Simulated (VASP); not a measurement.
Here is a VASP 6.6.1 calculation.

File POSCAR:

```
MgO
1.0
    0.0000000000      2.0975094506      2.0975094506
    2.0975094506      0.0000000000      2.0975094506
    2.0975094506      2.0975094506      0.0000000000
Mg O
1 1
Direct
    0.0000000000      0.0000000000      0.0000000000
    0.5000000000      0.5000000000      0.5000000000
```

The input INCAR.step1:

```
SYSTEM = MgO
ALGO = Normal
EDIFF = 1E-5
ENCUT = 660
GGA = PE
GGA_COMPAT = .False.
ISMEAR = 0
LASPH = .True.
LCHARG = .False.
LREAL = .False.
LWAVE = .True.
NBANDS = 15
NELM = 120
PREC = Accurate
SIGMA = 0.01
```

File INCAR.step2:

```
SYSTEM = MgO
ALGO = Normal
BPARAM = 11.95
CPARAM = 0.0093
EDIFF = 1E-6
ENCUT = 660
GGA_COMPAT = .False.
ISIF = 2
ISMEAR = 0
ISTART = 1
IVDW_NL = 2
LASPH = .True.
LCHARG = .False.
LMIXTAU = .True.
LREAL = .False.
LUSE_VDW = .True.
LWAVE = .False.
METAGGA = R2SCAN
NBANDS = 15
NELM = 120
PREC = Accurate
SIGMA = 0.01
```

Contents of KPOINTS:

```
k-points
0
Gamma
  8 8 8
  0 0 0
```

Potentials or basis: VASP PAW PBE potentials, release 64 (Mg_sv, O).

Launch:

```console
$ cat potpaw_PBE.64/Mg_sv/POTCAR potpaw_PBE.64/O/POTCAR > POTCAR
$ cp INCAR.step1 INCAR
$ mpirun -np 1 vasp_std > vasp.out
$ cp INCAR.step2 INCAR
$ mpirun -np 1 vasp_std > vasp.out
```

Predict the band gap on the k mesh.

5.74 eV, direct.

What does it give for the pressure?

-0.2 GPa.

Caveat: the PAW data sets were made with another functional, which shifts forces and pressure a little.

**Measured values to compare with.**

“Electronic structure of alkaline earth and post-transition metal oxides”, 2009, arxiv:0908.1581 quotes, for a bulk crystal of MgO: band gap 7.83 eV.

Measured gap of MgO: 7.83 eV (quoted in “Electronic structure of alkaline earth and post-transition metal oxides”, 2009, arxiv:0908.1581). This calculation gives 5.74 eV (-2.09 eV). The value is that of r2SCAN+rVV10, without temperature or zero-point motion.
